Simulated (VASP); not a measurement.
## MnSi (rocksalt type): relaxation of cell and atoms with PBE

MnSi (rocksalt type):

```xyz
2
Lattice="0.0000 2.3846 2.3846 2.3846 0.0000 2.3846 2.3846 2.3846 0.0000" Properties=species:S:1:pos:R:3 pbc="T T T"
Mn    0.0000    0.0000    0.0000
Si    2.3846    2.3846    2.3846
```

| Item | Value |
| --- | --- |
| Program | VASP 6.6.1 |
| Task | relaxation of cell and atoms |
| Functional | PBE |
| Potentials or basis | VASP PAW PBE potentials, release 64 (Mn_pv, Si) |
| Cutoff | 600 eV |
| k mesh | 15 × 15 × 15 |
| Occupations | fermi-dirac, width 0.05 eV |
| Spin | collinear spin, ferromagnetic start |
| Starting moments | [4.0, 0.0] μB |
| Dipole correction | no |
| Further INCAR settings | ALGO = Normal; EDIFF = 1e-07; IBRION = 2; EDIFFG = -0.005; NSW = 100; ISIF = 3 |

* Relaxed volume: 14.22 Å³/atom
* Relaxed cell: a = 3.426 Å, b = 3.426 Å, c = 3.426 Å, α = 60.00°, β = 60.00°, γ = 60.00°
* Space group after relaxing (to 0.05 Å): Fm-3m (No. 225)
* Energy gained by relaxing: 10.3 meV/atom
* Ionic steps: 3
* Pressure after relaxing: 0.0 GPa
* Net moment: 2.47 μB per cell
* Site moments: Mn +2.57; Si -0.11 μB
* Valence electrons inside the program's atomic spheres: Mn 11.79; Si 1.69

Step by step:
```
step  energy change (eV)  largest force (eV/Å)  pressure (GPa)  volume (Å³)
   1              0.0000                0.0000            5.32        27.12
   2             -0.0181                0.0000           -1.53        28.93
   3             -0.0206                0.0000           -0.02        28.43
```

Final structure:
```yaml
crystal:
  lattice:
    - [0.00000, 2.42246, 2.42246]
    - [2.42246, 0.00000, 2.42246]
    - [2.42246, 2.42246, 0.00000]
  atoms:
    - { symbol: Mn, position: [0.00000, 0.00000, 0.00000] }
    - { symbol: Si, position: [0.50000, 0.50000, 0.50000] }
```

Levels at points of the mesh, in eV from the Fermi level:
Spin up:
```
           k point  band 7  band 8  band 9  band 10  band 11  band 12  band 13  band 14
(0.00, 0.00, 0.00)   -2.68   -2.20   -2.20     3.68     3.68     3.68    10.15    10.15
```
Spin down:
| k point | band 4 | band 5 | band 6 | band 7 | band 8 | band 9 | band 10 | band 11 |
| --- | --- | --- | --- | --- | --- | --- | --- | --- |
| (0.00, 0.00, 0.00) | -11.55 | -0.58 | -0.58 | -0.36 | -0.36 | -0.36 | 3.55 | 3.55 |

Wall time 3.2 min on 1 thread of Intel(R) Xeon(R) Platinum 8488C (Sapphire Rapids), with other jobs on the host, peak memory 0.24 GiB.
